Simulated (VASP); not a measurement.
A run of VASP 6.6.1:

INCAR

```
PREC     = Accurate       # precision mode
ENCUT    = 520            # plane-wave cutoff, eV
EDIFF    = 1E-6           # SCF threshold, eV
ISMEAR   = 0              # smearing method
SIGMA    = 0.15           # smearing width, eV
LREAL    = F              # projectors in reciprocal space
LASPH    = T              # aspherical terms in the spheres
NELM     = 80             # most SCF steps
ALGO     = Fast           # electronic algorithm
ISIF     = 2              # what is computed and relaxed
LWAVE    = F              # write WAVECAR
LCHARG   = F              # write CHGCAR
GGA      = PS             # functional
NBANDS   = 18             # bands
```

Contents of KPOINTS:

```
regular mesh
0
Gamma
  24 24 14
```

File POSCAR:

```
Cu
1.0
    2.3218922435      0.0000000000      0.0000000000
   -1.1609461218      2.0108176677      0.0000000000
    0.0000000000      0.0000000000      4.8986413444
Cu
2
Direct
    0.3333333333      0.6666666667      0.2500000000
    0.6666666667      0.3333333333      0.7500000000
```

Potentials or basis: VASP PAW PBE potentials, release 64 (Cu).

Launch:

```sh
$ cat potpaw_PBE.64/Cu/POTCAR > POTCAR
$ mpirun -np 1 vasp_std > vasp.out
```

Hardware: 1 thread of AMD EPYC 9R45 96-Core Processor (Zen 5) (shared host).

**Question.** Estimate the wall time of this run.

**Answer.** It took 110 s on 1 thread of AMD EPYC 9R45 96-Core Processor (Zen 5), with other jobs on the host, peak memory 0.23 GiB. Counts: scf iterations 15, k points 488.
